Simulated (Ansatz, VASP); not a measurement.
CaMg in VASP and in Ansatz

File INCAR:

```
SYSTEM = CaMg
ALGO = Fast ; EDIFF = 1E-7
ENCUT = 520 ; ISIF = 2
ISMEAR = 0 ; LASPH = .True.
LCHARG = .False. ; LREAL = .False.
LWAVE = .False. ; NBANDS = 13
NELM = 80 ; PREC = Accurate
SIGMA = 0.15
```

Contents of KPOINTS:

```
k-points
0
Gamma
  12 12 12
  0 0 0
```

POSCAR

```
CaMg
1.0
    4.3797674632      0.0000000000      0.0000000000
    0.0000000000      4.3797674632      0.0000000000
    0.0000000000      0.0000000000      3.8616243500
Ca Mg
1 1
Direct
    0.0000000000      0.0000000000      0.5000000000
    0.5000000000      0.5000000000      0.0000000000
```

Input for Ansatz:

```yaml
crystal:
  lattice:
    - [4.3797674632, 0.0, 0.0]
    - [0.0, 4.3797674632, 0.0]
    - [0.0, 0.0, 3.86162435]
  atoms:
    - { symbol: Ca, position: [0.0, 0.0, 0.5] }
    - { symbol: Mg, position: [0.5, 0.5, 0.0] }
basis:
  ecutwfc: 420
kpoints:
  mp_grid: { grid: [12, 12, 12] }
hamiltonian:
  xc: lda
scf:
  occupations: { method: gaussian, width: 0.15 }
output:
  forces: true
  stress: true
  eigenvalues: true
```

Change from the starting cell: strain +0.0875 x Voigt [1, 1, 0, 0, 0, 0], atoms carried along.

Alike in both runs: task single point; functional LDA; k mesh 12 × 12 × 12; occupations gaussian, width 0.15 eV; no spin polarisation.

```csv
,VASP,Ansatz
version,VASP 6.6.1,Ansatz 0.2.0
potentials or method,"VASP PAW LDA potentials, release 64 (Ca_sv, Mg), cutoff 520 eV","scalar-relativistic, plane waves, PAW"
valence electrons in the cell,12,20
```

```tsv
	VASP	Ansatz	Ansatz less VASP
gap on the k mesh at the Fermi level (eV)	none	none	-
pressure (GPa)	-4.6	-4.4	+0.21
traceless stress, the component that is largest in VASP (GPa)	1.02	0.99	-0.028
```

LDA's correlation is that of Perdew and Zunger in VASP and of Perdew and Wang (1992) in Ansatz. A gap of «none» marks a metal or a gap that the smearing closes. VASP's potentials hold 12 valence electrons a cell and Ansatz's 20, so a difference there can come from the potentials and not from the codes.
